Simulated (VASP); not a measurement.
Wanted: the native input for a VASP 6.6.1 run.

- Task: single point
- Functional: r2SCAN
- Potentials or basis: VASP PAW PBE potentials, release 64 (Ag, I)
- Cutoff: 550 eV
- k mesh: 6 × 6 × 4
- Occupations: gaussian, width 0.01 eV
- Spin: no spin polarisation
- Dipole correction: no
- Further INCAR settings: ALGO = Normal; EDIFF = 1e-06; NBANDS = 26

The system is AgI.

```
Ag I
1.0
     4.60307    0.00000    0.00000
    -2.30154    3.98638    0.00000
     0.00000    0.00000    7.69268
Ag I
2 2
Direct
  0.66667 0.33333 0.63072
  0.33333 0.66667 0.13072
  0.66667 0.33333 0.99928
  0.33333 0.66667 0.49928
```

This cell differs from its parent crystal: film at in-plane strain -0.01.

These files were run (other wordings do the same):

POSCAR

```
AgI
1.0
    4.6030745944      0.0000000000      0.0000000000
   -2.3015372972      3.9863795342      0.0000000000
    0.0000000000      0.0000000000      7.6926778383
Ag I
2 2
Direct
    0.6666666667      0.3333333333      0.6307167800
    0.3333333333      0.6666666667      0.1307167800
    0.6666666667      0.3333333333     -0.0007167800
    0.3333333333      0.6666666667      0.4992832200
```

INCAR.step1

```
  ALGO = Normal
  EDIFF = 1E-5
  ENCUT = 550
  GGA = PE
  GGA_COMPAT = False
  ISMEAR = 0
  LASPH = True
  LCHARG = False
  LREAL = False
  LWAVE = True
  NBANDS = 26
  NELM = 120
  PREC = Accurate
  SIGMA = 0.01
```

INCAR.step2

```
  ALGO = Normal
  EDIFF = 1E-6
  ENCUT = 550
  GGA_COMPAT = False
  ISIF = 2
  ISMEAR = 0
  ISTART = 1
  LASPH = True
  LCHARG = True
  LELF = True
  LMIXTAU = True
  LREAL = False
  LVHAR = True
  LWAVE = False
  METAGGA = R2SCAN
  NBANDS = 26
  NELM = 120
  PREC = Accurate
  SIGMA = 0.01
```

KPOINTS

```
k-points
0
Gamma
  6 6 4
```

Potentials or basis: VASP PAW PBE potentials, release 64 (Ag, I).

Run with:

```sh
$ cat potpaw_PBE.64/Ag/POTCAR potpaw_PBE.64/I/POTCAR > POTCAR
$ cp INCAR.step1 INCAR
$ mpirun -np 1 vasp_std > vasp.out
$ cp INCAR.step2 INCAR
$ mpirun -np 1 vasp_std > vasp.out
```

It gave:

| Quantity | Value |
| --- | --- |
| Pressure | 0.1 GPa |
| Band gap on the k mesh | 1.81 eV |

Caveat: the cell differs from its parent crystal (film at in-plane strain -0.01); the PAW data sets were made with another functional, which shifts forces and pressure a little; spin-orbit coupling is left out, which moves the levels of the heavy elements.

Wall time 8.6 min on 1 thread of Intel Xeon 8259CL (shared host), peak memory 0.33 GiB.
